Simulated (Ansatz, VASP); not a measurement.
Ba in VASP and in Ansatz

INCAR

```
  PREC = Accurate
  ENCUT = 520
  EDIFF = 1E-7
  ISMEAR = -1
  SIGMA = 0.1
  LREAL = False
  LASPH = True
  NELM = 100
  ALGO = Normal
  ISIF = 2
  LWAVE = False
  LCHARG = True
  GGA = RE
  LELF = True
  LVHAR = True
  NBANDS = 22
```

File KPOINTS:

```
Automatic mesh
0
Gamma
  6 6 8
```

POSCAR

```
Ba
1.0
    7.0462865705      0.0000000000      0.0000000000
   -3.5231432852      6.1022631725      0.0000000000
    0.0000000000      0.0000000000      4.1858831748
Ba
3
Direct
    0.0000000000      0.0000000000      0.0000000000
    0.3333333333      0.6666666667      0.5000000000
    0.6666666667      0.3333333333      0.5000000000
```

Input for Ansatz:

```yaml
crystal:
  lattice:
    - [7.0462865705, 0.0, 0.0]
    - [-3.5231432852, 6.1022631725, 0.0]
    - [0.0, 0.0, 4.1858831748]
  atoms:
    - { symbol: Ba, position: [0.0, 0.0, 0.0] }
    - { symbol: Ba, position: [0.3333333333, 0.6666666667, 0.5] }
    - { symbol: Ba, position: [0.6666666667, 0.3333333333, 0.5] }
hamiltonian:
  xc: revpbe
  pseudopotentials:
    kind: paw
    azcp:
      Ba: "pseudopotentials/Ba.paw.azcp"
basis:
  ecutwfc: 420
  fft_grid_basis: typed
kpoints:
  mp_grid: { grid: [6, 6, 8], shift: [0, 0, 0] }
magnetization:
  spin_polarized: false
scf:
  occupations: { method: fermi_dirac, width: 0.1 }
  lower_state_search: "off"
output:
  stress: true
  write_density: true
  write_potential: true
  elf: true
  volumetric_format: npy
```

Alike in both runs: task single point; functional revPBE; k mesh 6 × 6 × 8; occupations fermi-dirac, width 0.1 eV; no spin polarisation.

|  | VASP | Ansatz |
| --- | --- | --- |
| version | VASP 6.6.1 | Ansatz 0.2.0 |
| potentials or method | VASP PAW PBE potentials, release 64 (Ba_sv), cutoff 520 eV | plane waves (420 eV) with PAW, scalar-relativistic |
| valence electrons in the cell | 30 | 30 |

Ansatz gave:

```
pressure (GPa) : 1.1
```

Estimate VASP's values.

pressure (GPa): 1.2.

VASP's potentials were made for PBE, not for revPBE.

Neither program's run includes spin-orbit coupling.
